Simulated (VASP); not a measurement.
Write the native input for VASP 6.6.1 that does the following.

* Task: single point
* Functional: r2SCAN
* Dispersion: rVV10
* Potentials or basis: VASP PAW PBE potentials, release 64 (Bi_d, Te)
* Cutoff: 520 eV
* k mesh: 6 × 6 × 6
* Occupations: fermi-dirac, width 0.02 eV
* Spin: no spin polarisation
* Dipole correction: no
* Further INCAR settings: ALGO = Normal; EDIFF = 1e-06; NBANDS = 32

Crystal: Bi2Te3.

```xyz
5
Lattice="2.1958 1.2677 10.4509 -2.1958 1.2677 10.4509 0.0000 -2.5355 10.4509" Properties=species:S:1:pos:R:3 pbc="T T T"
Bi    0.0000    0.0000   18.8632
Bi    0.0000    0.0000   12.4894
Te    0.0000    0.0000   24.6564
Te    0.0000    0.0000    6.6962
Te    0.0000    0.0000    0.0000
```

One way to write it, as run:

POSCAR

```
Bi2Te3
1.0
    2.1957943101      1.2677424361     10.4508714113
   -2.1957943101      1.2677424361     10.4508714113
    0.0000000000     -2.5354848721     10.4508714113
Bi Te
2 3
Direct
    0.6016461472      0.6016461472      0.6016461472
    0.3983538528      0.3983538528      0.3983538528
    0.7864228559      0.7864228559      0.7864228559
    0.2135771441      0.2135771441      0.2135771441
    0.0000000000      0.0000000000      0.0000000000
```

INCAR.step1

```
SYSTEM = Bi2Te3
PREC = Accurate
ENCUT = 520
ISMEAR = -1
SIGMA = 0.02
LREAL = .False.
LASPH = .True.
NELM = 60
NBANDS = 32
GGA = PE
ALGO = Normal
EDIFF = 1E-4
LWAVE = .True.
LCHARG = .False.
```

INCAR.step2

```
SYSTEM = Bi2Te3
PREC = Accurate
ENCUT = 520
EDIFF = 1E-6
ISMEAR = -1
SIGMA = 0.02
LREAL = .False.
LASPH = .True.
NELM = 60
ALGO = Normal
ISIF = 2
LWAVE = .False.
LCHARG = .False.
METAGGA = R2SCAN
LMIXTAU = .True.
LUSE_VDW = .True.
IVDW_NL = 2
BPARAM = 11.95
CPARAM = 0.0093
NBANDS = 32
ISTART = 1
```

KPOINTS

```
Automatic mesh
0
Gamma
  6 6 6
  0 0 0
```

Potentials or basis: VASP PAW PBE potentials, release 64 (Bi_d, Te).

Command:

```bash
$ cat potpaw_PBE.64/Bi_d/POTCAR potpaw_PBE.64/Te/POTCAR > POTCAR
$ cp INCAR.step1 INCAR
$ mpirun -np 1 vasp_std > vasp.out
$ cp INCAR.step2 INCAR
$ mpirun -np 1 vasp_std > vasp.out
```

Results of the run:

- Pressure: 0.2 GPa
- Largest force: 0.027 eV/Å
- Band gap on the k mesh: 0.66 eV

Caveat: the PAW data sets were made with another functional, which shifts forces and pressure a little; spin-orbit coupling is left out, which moves the levels of the heavy elements.

It took 68 min on 1 thread of Intel(R) Xeon(R) Platinum 8259CL CPU @ 2.50GHz (Skylake/Cascade Lake) (shared host), peak memory 2.8 GiB.
